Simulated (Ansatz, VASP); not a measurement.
TiAl3 in VASP and in Ansatz

The input INCAR:

```
SYSTEM = TiAl3
ALGO     = Fast           ! electronic algorithm
EDIFF    = 1E-6           ! SCF threshold, eV
ENCUT    = 520            ! plane-wave cutoff, eV
GGA      = CA             ! functional
ISIF     = 2              ! what is computed and relaxed
ISMEAR   = 0              ! smearing method
LASPH    = .TRUE.         ! aspherical terms in the spheres
LCHARG   = .TRUE.         ! write CHGCAR
LELF     = .TRUE.         ! ELF
LREAL    = .FALSE.        ! projectors in reciprocal space
LVHAR    = .TRUE.       
LWAVE    = .FALSE.        ! write WAVECAR
NBANDS   = 18             ! bands
NELM     = 80             ! most SCF steps
PREC     = Accurate       ! precision mode
SIGMA    = 0.15           ! smearing width, eV
```

KPOINTS

```
k-points
0
G
  16 16 16
  0 0 0
```

File POSCAR:

```
TiAl3
1.0
   -1.7874673193      1.7874673193      4.2334375990
    1.7874673193     -1.7874673193      4.2334375990
    1.7874673193      1.7874673193     -4.2334375990
Ti Al
1 3
Direct
    0.0000000000      0.0000000000      0.0000000000
    0.5000000000      0.5000000000      0.0000000000
    0.7500000000      0.2500000000      0.5000000000
    0.2500000000      0.7500000000      0.5000000000
```

Input for Ansatz:

```yaml
crystal:
  lattice:
    - [-1.7874673193, 1.7874673193, 4.233437599]
    - [1.7874673193, -1.7874673193, 4.233437599]
    - [1.7874673193, 1.7874673193, -4.233437599]
  atoms:
    - { symbol: Ti, position: [0.0, 0.0, 0.0] }
    - { symbol: Al, position: [0.5, 0.5, 0.0] }
    - { symbol: Al, position: [0.75, 0.25, 0.5] }
    - { symbol: Al, position: [0.25, 0.75, 0.5] }
basis:
  ecutwfc: 520.0
kpoints:
  mp_grid: { grid: [16, 16, 16] }
hamiltonian:
  xc: lda
  pseudopotentials: { kind: paw, azcp: { folder: soft_1 } }
scf:
  occupations: { method: gaussian, width: 0.15 }
output:
  forces: true
  stress: true
  eigenvalues: true
  write_density: true
  write_potential: true
  elf: true
  volumetric_format: npy
```

Alike in both runs: task single point; functional LDA; k mesh 16 × 16 × 16; occupations gaussian, width 0.15 eV; no spin polarisation.

|  | VASP | Ansatz |
| --- | --- | --- |
| version | VASP 6.6.1 | Ansatz 0.2.0 |
| potentials or method | VASP PAW LDA potentials, release 64 (Ti_sv, Al), cutoff 520 eV | scalar-relativistic, plane waves, PAW |
| valence electrons in the cell | 21 | 21 |

|  | VASP | Ansatz | Ansatz less VASP |
| --- | --- | --- | --- |
| gap on the k mesh at the Fermi level (eV) | none | none | - |
| pressure (GPa) | 17.3 | 17.1 | -0.25 |
| traceless stress, the component that is largest in VASP (GPa) | -10.15 | -10.13 | +0.023 |

Ansatz warns that its potentials were made for another functional, while VASP's fit it. LDA's correlation is that of Perdew and Zunger in VASP and of Perdew and Wang (1992) in Ansatz. A gap of «none» marks a metal or a gap that the smearing closes.
